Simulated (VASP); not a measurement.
Wanted: the native input for a VASP 6.6.1 run.

```
Task                   : single point
Functional             : r2SCAN
Potentials or basis    : VASP PAW PBE potentials, release 64 (Sn_d)
Cutoff                 : 520 eV
k mesh                 : 16 × 16 × 16
Occupations            : gaussian, width 0.1 eV
Spin                   : no spin polarisation
Dipole correction      : no
Further INCAR settings : ALGO = Normal; EDIFF = 1e-06; NBANDS = 13
```

The system is Sn.

```
CELL_PARAMETERS angstrom
-1.89129 1.89129 1.89129
1.89129 -1.89129 1.89129
1.89129 1.89129 -1.89129
ATOMIC_POSITIONS crystal
Sn 0.00000 0.00000 0.00000
```

The input as run:

POSCAR

```
Sn
1.0
   -1.8912857998      1.8912857998      1.8912857998
    1.8912857998     -1.8912857998      1.8912857998
    1.8912857998      1.8912857998     -1.8912857998
Sn
1
Direct
    0.0000000000      0.0000000000      0.0000000000
```

INCAR.step1

```
SYSTEM = Sn
PREC     = Accurate       ! precision mode
ENCUT    = 520            ! plane-wave cutoff, eV
ISMEAR   = 0              ! smearing method
SIGMA    = 0.1            ! smearing width, eV
LREAL    = .FALSE.        ! projectors in reciprocal space
LASPH    = .TRUE.         ! aspherical terms in the spheres
NELM     = 60             ! most SCF steps
NBANDS   = 13             ! bands
GGA      = PE             ! functional
ALGO     = Normal         ! electronic algorithm
EDIFF    = 1E-4           ! SCF threshold, eV
LWAVE    = .TRUE.         ! write WAVECAR
LCHARG   = .FALSE.        ! write CHGCAR
```

INCAR.step2

```
SYSTEM = Sn
PREC     = Accurate       ! precision mode
ENCUT    = 520            ! plane-wave cutoff, eV
EDIFF    = 1E-6           ! SCF threshold, eV
ISMEAR   = 0              ! smearing method
SIGMA    = 0.1            ! smearing width, eV
LREAL    = .FALSE.        ! projectors in reciprocal space
LASPH    = .TRUE.         ! aspherical terms in the spheres
NELM     = 60             ! most SCF steps
ALGO     = Normal         ! electronic algorithm
ISIF     = 2              ! what is computed and relaxed
LWAVE    = .FALSE.        ! write WAVECAR
LCHARG   = .TRUE.         ! write CHGCAR
METAGGA  = R2SCAN         ! meta-GGA
LMIXTAU  = .TRUE.       
LELF     = .TRUE.         ! ELF
LVHAR    = .TRUE.       
NBANDS   = 13             ! bands
ISTART   = 1
```

KPOINTS

```
regular mesh
0
G
  16 16 16
  0 0 0
```

Potentials or basis: VASP PAW PBE potentials, release 64 (Sn_d).

Run with:

```sh
$ cat potpaw_PBE.64/Sn_d/POTCAR > POTCAR
$ cp INCAR.step1 INCAR
$ mpirun -np 1 vasp_std > vasp.out
$ cp INCAR.step2 INCAR
$ mpirun -np 1 vasp_std > vasp.out
```

It gave:

* Pressure: 0.0 GPa
* Band gap on the k mesh: zero (band 7 reaches 16.56 eV, above the bottom of band 8 at 5.55 eV)

Caveat: the PAW data sets were made with another functional, which shifts forces and pressure a little; spin-orbit coupling is left out, which moves the levels of the heavy elements.

It used 180 s of CPU time on 1 thread of AMD EPYC 7R13 Processor (Zen 3) (shared host).
